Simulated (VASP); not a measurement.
A run of VASP 6.6.1 is set up as follows.

The input INCAR:

```
SYSTEM = K7NaMgCl10
PREC     = Accurate       ! precision mode
ENCUT    = 520            ! plane-wave cutoff, eV
EDIFF    = 1E-7           ! SCF threshold, eV
ISMEAR   = -1             ! smearing method
SIGMA    = 0.0991         ! smearing width, eV
LREAL    = Auto         
LASPH    = .TRUE.         ! aspherical terms in the spheres
NELM     = 60             ! most SCF steps
ALGO     = Normal         ! electronic algorithm
ISIF     = 2              ! what is computed and relaxed
LWAVE    = .FALSE.        ! write WAVECAR
LCHARG   = .FALSE.        ! write CHGCAR
GGA      = PE             ! functional
NBANDS   = 86             ! bands
ISYM     = 0
```

The input KPOINTS:

```
regular mesh
0
G
  1 1 1
  0 0 0
```

POSCAR

```
K7NaMgCl10
1.0
    8.9716240000      0.2219080000     -0.0252420000
    0.2219080000      8.8394450000     -0.1974920000
   -0.0252420000     -0.1974920000      8.4038290000
Mg Cl K Na
1 10 7 1
Direct
    0.3849619313      0.7730690213      0.3024285901
    0.2357108793      1.0158028814      0.8304479728
    0.8172612616      0.1431947622      0.7953336662
    0.6023660830      0.7431079086      0.1877662898
    0.5403320324      0.2365643806      0.2052277163
    0.0023434534      0.0875430141      0.3168163225
    0.3836658893      0.9930085542      0.4606466576
    0.8843401827      0.7251830660      0.5626151328
    0.9535420870      0.5641836746      0.0592640654
    0.1545455122      0.4406290129      0.7022553342
    0.2923792734      0.6118847174      0.1043110913
    0.1369704358      0.2946965527      0.9609290740
    0.6146553772      0.4761882934      0.9377198786
    0.7370372810     -0.0064999572      0.4224295384
    0.5605698854      0.0180012781      0.8889891755
    0.8071502835      0.4642272226      0.3615240446
    0.2584501273      0.3279230532      0.3647537304
    1.0238654448      0.8808101375      0.9737189283
    0.0373426721     -0.0053473835      0.5840577597
```

Potentials or basis: VASP PAW PBE potentials, release 64 (Mg, Cl, K_sv, Na_pv).

Command:

```bash
$ cat potpaw_PBE.64/Mg/POTCAR potpaw_PBE.64/Cl/POTCAR potpaw_PBE.64/K_sv/POTCAR potpaw_PBE.64/Na_pv/POTCAR > POTCAR
$ mpirun -np 1 vasp_gam > vasp.out
```

**Question.** Predict the band gap on the k mesh.

**Answer.** 2.65 eV.

**Question.** Predict the pressure.

**Answer.** 1.9 GPa.

**Question.** Estimate the largest force.

**Answer.** 1.817 eV/Å.

Stress tensor (GPa, compression positive):
```
 3.13  0.46 -0.84
 0.46  0.97 -0.80
-0.84 -0.80  1.50
```

Caveat: the k points lie up to 0.75 Å⁻¹ apart.
